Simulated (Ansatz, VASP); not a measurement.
# Two plane-wave programs on TiN

```
CELL_PARAMETERS angstrom
0.00000 2.11616 2.11616
2.11616 0.00000 2.11616
2.11616 2.11616 0.00000
ATOMIC_POSITIONS crystal
Ti 0.00000 0.00000 0.00000
N 0.50000 0.50000 0.50000
```

Alike in both runs: functional r2SCAN; k mesh 16 × 16 × 16; occupations gaussian, width 0.1 eV; no spin polarisation.

Ansatz relaxed the structure, and its values are those at the end. VASP's run is a single point on that final structure, the one shown.

|  | VASP | Ansatz |
| --- | --- | --- |
| version | VASP 6.6.1 | Ansatz 0.2.0 |
| potentials or method | VASP PAW PBE potentials, release 64 (Ti_sv, N), cutoff 660 eV | scalar-relativistic, plane waves, PAW |
| valence electrons in the cell | 17 | 17 |

VASP gave:

| Quantity | Value |
| --- | --- |
| gap on the k mesh at the Fermi level (eV) | none |
| pressure (GPa) | 1.7 |

**Question.** Estimate Ansatz's values.

**Answer.** gap on the k mesh at the Fermi level (eV): none; pressure (GPa): 0.0.

VASP's potentials were made for PBE, not for r2SCAN. A gap of «none» marks a metal or a gap that the smearing closes.
